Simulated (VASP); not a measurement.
Ba:

```
Ba
1.0
     0.00000    3.14980    3.14980
     3.14980    0.00000    3.14980
     3.14980    3.14980    0.00000
Ba
1
Direct
  0.00000 0.00000 0.00000
```

This isn't the form of Ba at room conditions, which is bcc.

- Program: VASP 6.6.1
- Task: relaxation of cell and atoms
- Functional: PBEsol
- Potentials or basis: VASP PAW PBE potentials, release 64 (Ba_sv)
- Cutoff: 600 eV
- k mesh: 9 × 9 × 9
- Occupations: fermi-dirac, width 0.1 eV
- Spin: no spin polarisation

At the start: pressure -0.4 GPa; volume 62.50 Å³/atom.

Task: Where does the relaxation end?

Result: Over 3 steps the energy falls by 4.8 meV/atom and the volume is 59.03 Å³/atom (-5.5 %); space group Fm-3m (No. 225, to 0.1 Å) before and after.

Step by step:
```
step  energy change (eV)  largest force (eV/Å)  pressure (GPa)  volume (Å³)
   1              0.0000                0.0000           -0.44        62.50
   2             -0.0034                0.0000           -0.25        60.94
   3             -0.0048                0.0000            0.01        59.03
```

Final structure:
```xyz
1
Lattice="0.0000 3.0905 3.0905 3.0905 0.0000 3.0905 3.0905 3.0905 0.0000" Properties=species:S:1:pos:R:3 pbc="T T T"
Ba    0.0000    0.0000    0.0000
```

Caveat: the PAW data sets were made with another functional, which shifts forces and pressure a little.
